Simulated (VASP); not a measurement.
Set up this calculation in VASP 6.6.1, as the native input.

* Task: single point
* Functional: PBE
* Potentials or basis: VASP PAW PBE potentials, release 64 (B, N)
* Cutoff: 520 eV
* k mesh: 12 × 12 × 12
* Occupations: gaussian, width 0.02 eV
* Spin: no spin polarisation
* Dipole correction: no
* Further INCAR settings: ALGO = Normal; EDIFF = 1e-06; NBANDS = 11

The structure of BN lies in POSCAR:

```
BN
1.0
    0.0000000000      1.8123137455      1.8123137455
    1.8123137455      0.0000000000      1.8123137455
    1.8123137455      1.8123137455      0.0000000000
B N
1 1
Direct
    0.0000000000      0.0000000000      0.0000000000
    0.7500000000      0.7500000000      0.7500000000
```

These files were run (other wordings do the same):

INCAR

```
SYSTEM = BN
PREC = Accurate ; ENCUT = 520
EDIFF = 1E-6 ; ISMEAR = 0
SIGMA = 0.02 ; LREAL = .FALSE.
LASPH = .TRUE. ; NELM = 60
ALGO = Normal ; ISIF = 2
LWAVE = .FALSE. ; LCHARG = .TRUE.
GGA = PE ; LELF = .TRUE.
LVHAR = .TRUE. ; NBANDS = 11
```

KPOINTS

```
Automatic mesh
0
G
  12 12 12
  0 0 0
```

Potentials or basis: VASP PAW PBE potentials, release 64 (B, N).

Run with:

```sh
$ cat potpaw_PBE.64/B/POTCAR potpaw_PBE.64/N/POTCAR > POTCAR
$ mpirun -np 1 vasp_std > vasp.out
```

It gave:

| Property | Result |
| --- | --- |
| Pressure | 0.3 GPa |
| Band gap on the k mesh | 4.45 eV, indirect (least direct gap 8.78 eV) |

It took 11 s on 1 thread of Intel Xeon 8259CL (shared host), peak memory 0.12 GiB.
